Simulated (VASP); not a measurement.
# Ga (I4/mmm) in VASP: notebook

Runs on Ga. Level: PBE+D3(BJ). Tasks: single point.

All numbers are computed with VASP 6.6.1; they aren't measurements. Logs are shortened: lines on timing, memory, paths and dates and some standing lists are left out, and cuts for length are marked.

## (1) The cell of the first run

It takes space group I4/mmm (No. 139, tetragonal). The conventional cell has a = 2.808 Å, b = 2.808 Å, c = 4.458 Å, α = 90.00°, β = 90.00°, γ = 90.00°. Ga (site symmetry 4/mmm) has 12 Ga at 2.81 to 2.99 Å within 3.7 Å.

## (2) Single point, PBE+D3(BJ)

File INCAR:

```
SYSTEM = Ga
PREC = Accurate
ENCUT = 500
EDIFF = 1E-6
ISMEAR = 0
SIGMA = 0.15
LREAL = .False.
LASPH = .True.
NELM = 120
ALGO = Normal
ISIF = 2
LWAVE = .False.
LCHARG = .False.
GGA = PE
IVDW = 12
NBANDS = 12
GGA_COMPAT = .False.
```

File KPOINTS:

```
Automatic mesh
0
Gamma
  24 24 24
  0 0 0
```

File POSCAR:

```
Ga
1.0
   -1.4040000000      1.4040000000      2.2290000000
    1.4040000000     -1.4040000000      2.2290000000
    1.4040000000      1.4040000000     -2.2290000000
Ga
1
Direct
    0.0000000000      0.0000000000      0.0000000000
```

Potentials or basis: VASP PAW PBE potentials, release 64 (Ga_d).

On the command line:

```bash
$ cat potpaw_PBE.64/Ga_d/POTCAR > POTCAR
$ mpirun -np 1 vasp_std > vasp.out
```

OUTCAR:

```text
SYSTEM = Ga
   PREC = Accurate
   ENCUT = 500
   EDIFF = 1E-6
   ISMEAR = 0
   LREAL = .False.
   LASPH = .True.
   NELM = 120
   ISIF = 2
   GGA = PE
   IVDW = 12
 IVDW          = 12

 ion  position               nearest neighbor table
   1  0.000  0.000  0.000-

  LATTYP: Found a body centered tetragonal cell.
 ALAT       =     2.8080000000
 C/A-ratio  =     1.5876068376

  Lattice vectors:

 A1 = (  -1.4040000000,   1.4040000000,   2.2290000000)
 A2 = (   1.4040000000,  -1.4040000000,   2.2290000000)
 A3 = (   1.4040000000,   1.4040000000,  -2.2290000000)

Analysis of symmetry for initial positions (statically):
=====================================================================
 Subroutine PRICEL returns:
 Original cell was already a primitive cell.

 Routine SETGRP: Setting up the symmetry group for a
 body centered tetragonal supercell.

 Subroutine GETGRP returns: Found 16 space group operations
 (whereof 16 operations were pure point group operations)
 out of a pool of 16 trial point group operations.

The static configuration has the point symmetry D_4h.

Analysis of symmetry for dynamics (positions and initial velocities):
=====================================================================
 Subroutine PRICEL returns:
 Original cell was already a primitive cell.

 Routine SETGRP: Setting up the symmetry group for a
 body centered tetragonal supercell.

 Subroutine GETGRP returns: Found 16 space group operations
 (whereof 16 operations were pure point group operations)
 out of a pool of 16 trial point group operations.

The dynamic configuration has the point symmetry D_4h.

 Subroutine INISYM returns: Found 16 space group operations
 (whereof 16 operations are pure point group operations),
 and found     1 'primitive' translations

----------------------------------------------------------------------------------------

                                     Primitive cell

  volume of cell :      17.5754

  direct lattice vectors                    reciprocal lattice vectors
    -1.404000000  1.404000000  2.229000000     0.000000000  0.356125356  0.224315837
     1.404000000 -1.404000000  2.229000000     0.356125356  0.000000000  0.224315837
     1.404000000  1.404000000 -2.229000000     0.356125356  0.356125356  0.000000000

  length of vectors
     2.985108541  2.985108541  2.985108541     0.420883433  0.420883433  0.503637309

  position of ions in fractional coordinates (direct lattice)
     0.000000000  0.000000000  0.000000000

  ion indices of the primitive-cell ions
   primitive index   ion index
                 1           1

----------------------------------------------------------------------------------------

 KPOINTS: Automatic mesh

Automatic generation of k-mesh.
 Grid dimensions read from file:
 generate k-points for:   24   24   24

 Generating k-lattice:

  Cartesian coordinates                     Fractional coordinates (reciprocal lattice)
     0.000000000  0.014838557  0.009346493     0.041666667  0.000000000 -0.000000000
     0.014838557  0.000000000  0.009346493     0.000000000  0.041666667 -0.000000000
     0.014838557  0.014838557  0.000000000     0.000000000  0.000000000  0.041666667

  Length of vectors
     0.017536810  0.017536810  0.020984888

  Shift w.r.t. Gamma in fractional coordinates (k-lattice)
     0.000000000  0.000000000  0.000000000

 Subroutine IBZKPT returns following result:
 ===========================================

 Found   1063 irreducible k-points:

 Following reciprocal coordinates:
            Coordinates               Weight
  0.000000  0.000000  0.000000      1.000000
  0.041667  0.000000  0.000000      8.000000
  0.083333 -0.000000  0.000000      8.000000
  0.125000  0.000000 -0.000000      8.000000
  0.166667 -0.000000  0.000000      8.000000
  0.208333  0.000000  0.000000      8.000000
[... 16 lines left out ...]
  0.416667  0.041667 -0.000000     16.000000
  0.458333  0.041667 -0.000000     16.000000
 [... further k-points ...]
   k-points           NKPTS =   1063   k-points in BZ     NKDIM =   1063   number of bands    NBANDS=     12
   number of dos      NEDOS =    301   number of ions     NIONS =      1
   total plane-waves  NPLWV =  13824
   dimension x,y,z NGX =    24 NGY =   24 NGZ =   24
   dimension x,y,z NGXF=    48 NGYF=   48 NGZF=   48
   ions per type =               1
   NGX,Y,Z   is equivalent  to a cutoff of  13.37, 13.37, 13.37 a.u.
   NGXF,Y,Z  is equivalent  to a cutoff of  26.73, 26.73, 26.73 a.u.
 SYSTEM =  Ga
   PREC   = accura    normal or accurate (medium, high low for compatibility)
   ISTART =      0    job   : 0-new  1-cont  2-samecut
   ICHARG =      2    charge: 1-file 2-atom 10-const
   ISPIN  =      1    spin polarized calculation?
   LNONCOLLINEAR =      F non collinear calculations
   LSORBIT =      F    spin-orbit coupling
   LASPH  =      T    aspherical Exc in radial PAW
   ENCUT  =  500.0 eV  36.75 Ry    6.06 a.u.   5.44  5.44  5.44*2*pi/ulx,y,z
   NELM   =    120;   NELMIN=  2; NELMDL= -5     # of ELM steps
   EDIFF  = 0.1E-05   stopping-criterion for ELM
   LREAL  =      F    real-space projection
   EDIFFG = 0.1E-04   stopping-criterion for IOM
   NSW    =      0    number of steps for IOM
   IBRION =     -1    ionic relax: 0-MD 1-quasi-New 2-CG
   NFREE  =      0    steps in history (QN), initial steepest desc. (CG)
   ISIF   =      2    stress and relaxation
   ISYM   =      2    0-nonsym 1-usesym 2-fastsym
   POTIM  = 0.5000    time-step for ionic-motion
   TEBEG  =    0.0;   TEEND  =   0.0 temperature during run
   PSTRESS=    0.0 pullay stress
   NELECT =      13.0000    total number of electrons
   NUPDOWN=      -1.0000    fix difference up-down
   EMIN   =  10.00;   EMAX   =-10.00  energy-range for DOS
   EFERMI =   0.00;   METHOD = LEGACY
   ISMEAR =     0;   SIGMA  =   0.15  broadening in eV -4-tet -1-fermi 0-gaus
   EFERMI_NEDOS =   21; number of points for ismear=-14 and -15
   IALGO  =     38    algorithm
   IMIX   =      4    mixing-type and parameters
     AMIX     =   0.40;   BMIX     =  1.00
     AMIX_MAG =   1.60;   BMIX_MAG =  1.00
  volume/ion in A,a.u.               =      17.58       118.60
  Fermi-wavevector in a.u.,A,eV,Ry     =   1.480544  2.797822 29.824096  2.192009
  Thomas-Fermi vector in A             =   2.594565
   LORBIT       =      0    0 simple, 1 ext, 2 COOP (PROOUT), +10 PAW based schemes
   GGA     = PE    functional components
   LHFCALC =     F    Hartree Fock is set to
   AEXX    =    0.0000 exact exchange contribution
   IVDW    =    12    specifies the selected vdW correction
   LEPSILON=     F    determine dielectric tensor
   LRPA    =     F    only Hartree local field effects (RPA)
 non-spin polarized calculation
 Gauss-broadening in eV      SIGMA  =   0.15
  energy-cutoff  :      500.00
  volume of cell :       17.58
 maximum number of plane-waves:       464
 NGX is ok and might be reduce to    24
   NGX = 11   NGY = 11   NGZ = 11

 number of electron      12.9999995 magnetization

 Free energy of the ion-electron system (eV)
  ---------------------------------------------------
  ext. energy  EPLUGINS =         0.00000000
  ---------------------------------------------------
  free energy    TOTEN  =        -2.87246669 eV

  energy without entropy =       -2.86780014  energy(sigma->0) =       -2.87013342

 E-fermi :   6.2446     XC(G=0): -11.3768

 val. band max:        6.2424426233   @ k =  -0.2500  -0.3750   0.0833
 cond. band min:       6.2517657321   @ k =  -0.3333  -0.4583   0.2083
 fundamental gap:      0.0093231088
 Fermi energy:         6.2445974698

 k-point     1 :       0.0000    0.0000    0.0000
  band No.  band energies     occupation
      1      -8.8283      2.00000
      2      -8.6965      2.00000
      3      -8.6965      2.00000
      4      -8.6732      2.00000
      5      -8.5335      2.00000
      6      -5.3660      2.00000
      7      19.2664      0.00000
      8      19.2664      0.00000
      9      19.3123      0.00000
     10      22.6577      0.00000
     11      22.7086      0.00000
     12      23.3482      0.00000

 k-point     2 :       0.0417    0.0000    0.0000
  band No.  band energies     occupation
      1      -8.8256      2.00000
      2      -8.6973      2.00000
      3      -8.6943      2.00000
      4      -8.6726      2.00000
      5      -8.5348      2.00000
      6      -5.3188      2.00000
      7      18.6012      0.00000
      8      19.1239      0.00000
      9      19.2023      0.00000
     10      21.9891      0.00000
     11      23.0589      0.00000
     12      23.4927      0.00000

 k-point     3 :       0.0833   -0.0000    0.0000
  band No.  band energies     occupation
      1      -8.8183      2.00000
      2      -8.7008      2.00000
      3      -8.6881      2.00000
      4      -8.6691      2.00000
      5      -8.5386      2.00000
      6      -5.1769      2.00000
      7      17.0946      0.00000
      8      18.6813      0.00000
      9      19.0370      0.00000
     10      21.6129      0.00000
     11      23.3085      0.00000
     12      23.8964      0.00000
[... 286 lines left out ...]
 k-point    23 :       0.4167    0.0417   -0.0000
  band No.  band energies     occupation
      1      -8.8345      2.00000
      2      -8.7881      2.00000
      3      -8.6777      2.00000
      4      -8.5058      2.00000
      5      -8.4743      2.00000
      6      -0.2270      2.00000
      7       3.7989      2.00000
      8      15.0407      0.00000
      9      17.4718      0.00000
     10      19.3282      0.00000
     11      21.1455      0.00000
     12      23.2616      0.00000

 k-point    24 :       0.4583    0.0417   -0.0000
  band No.  band energies     occupation
      1      -8.8405      2.00000
      2      -8.7900      2.00000
      3      -8.6816      2.00000
      4      -8.5016      2.00000
      5      -8.4615      2.00000
      6       0.7785      2.00000
      7       2.5710      2.00000
      8      14.8874      0.00000
      9      17.5840      0.00000
     10      19.2818      0.00000
     11      20.9877      0.00000
     12      23.3912      0.00000

 [... further k-points ...]

------------------------ aborting loop because EDIFF is reached ----------------------------------------

 Edisp (eV)   -0.32701

 E8    (eV) :    -0.1528

  FORCE on cell =-STRESS in cart. coord.  units (eV):
  Direction    XX          YY          ZZ          XY          YZ          ZX
  --------------------------------------------------------------------------------------
  -------------------------------------------------------------------------------------
  Total       0.15003     0.15003     0.12050     0.00000     0.00000     0.00000
  in kB      13.67710    13.67710    10.98469     0.00000     0.00000     0.00000
  external pressure =       12.78 kB  Pullay stress =        0.00 kB

 VOLUME and BASIS-vectors are now :
 -----------------------------------------------------------------------------
  energy-cutoff  :      500.00
  volume of cell :       17.58
      direct lattice vectors                 reciprocal lattice vectors
    -1.404000000  1.404000000  2.229000000     0.000000000  0.356125356  0.224315837
     1.404000000 -1.404000000  2.229000000     0.356125356  0.000000000  0.224315837
     1.404000000  1.404000000 -2.229000000     0.356125356  0.356125356  0.000000000

 POSITION                                       TOTAL-FORCE (eV/Angst)
 -----------------------------------------------------------------------------------
      0.00000      0.00000      0.00000         0.000000     -0.000000      0.000000
 -----------------------------------------------------------------------------------
    total drift:                                0.000000      0.000000      0.000000

  FREE ENERGIE OF THE ION-ELECTRON SYSTEM (eV)
  ---------------------------------------------------
  free  energy   TOTEN  =        -3.1994733001 eV

  energy  without entropy=       -3.1948067440  energy(sigma->0) =       -3.19714002
```

Run time: 62 s. Hardware: 1 thread of Intel Xeon 6975P-C, shared host; peak memory 0.32 GiB.

Results:

| Item | Value |
| --- | --- |
| Free energy | -3.1995 eV |
| Pressure | 1.3 GPa |
| Dispersion energy per atom | -0.327 eV |

Caveat: pairwise dispersion overbinds metals, which lowers pressure and volume.

## (3) Single point, PBE+D3(BJ)

File INCAR:

```
SYSTEM = Ga
ALGO = Normal ; EDIFF = 1E-6
ENCUT = 500 ; GGA = PE
GGA_COMPAT = .False. ; ISIF = 2
ISMEAR = 0 ; IVDW = 12
LASPH = .True. ; LCHARG = .True.
LELF = .True. ; LREAL = .False.
LVHAR = .True. ; LWAVE = .False.
NBANDS = 12 ; NELM = 120
PREC = Accurate ; SIGMA = 0.15
```

File KPOINTS:

```
k-points
0
Gamma
  26 26 26
  0 0 0
```

POSCAR is that of step 2.

Potentials or basis: VASP PAW PBE potentials, release 64 (Ga_d).

On the command line:

```bash
$ cat potpaw_PBE.64/Ga_d/POTCAR > POTCAR
$ mpirun -np 1 vasp_std > vasp.out
```

It took 1.9 min on 1 thread of Intel Xeon 6975P-C, shared host; peak memory 0.37 GiB.

Results (log left out):

- Free energy: -3.2001 eV
- Pressure: 1.3 GPa
- Dispersion energy per atom: -0.327 eV

Stress tensor (GPa, compression positive):
```
1.49 0.00 0.00
0.00 1.49 0.00
0.00 0.00 1.01
```

Levels at points of the mesh, in eV from the Fermi level:
| k point | band 3 | band 4 | band 5 | band 6 | band 7 | band 8 | band 9 | band 10 |
| --- | --- | --- | --- | --- | --- | --- | --- | --- |
| (0.00, 0.00, 0.00) | -14.95 | -14.93 | -14.79 | -11.62 | 13.01 | 13.01 | 13.06 | 16.40 |
| (0.50, 0.00, 0.00) | -14.93 | -14.75 | -14.71 | -4.98 | -4.31 | 8.75 | 11.92 | 12.84 |
| (0.50, 0.50, 0.00) | -14.75 | -14.75 | -14.64 | -2.28 | -1.34 | 4.14 | 5.05 | 8.21 |
| (0.50, 0.50, 0.50) | -14.72 | -14.71 | -14.71 | -3.85 | -3.70 | 6.55 | 6.55 | 9.78 |

Caveat: pairwise dispersion overbinds metals, which lowers pressure and volume.
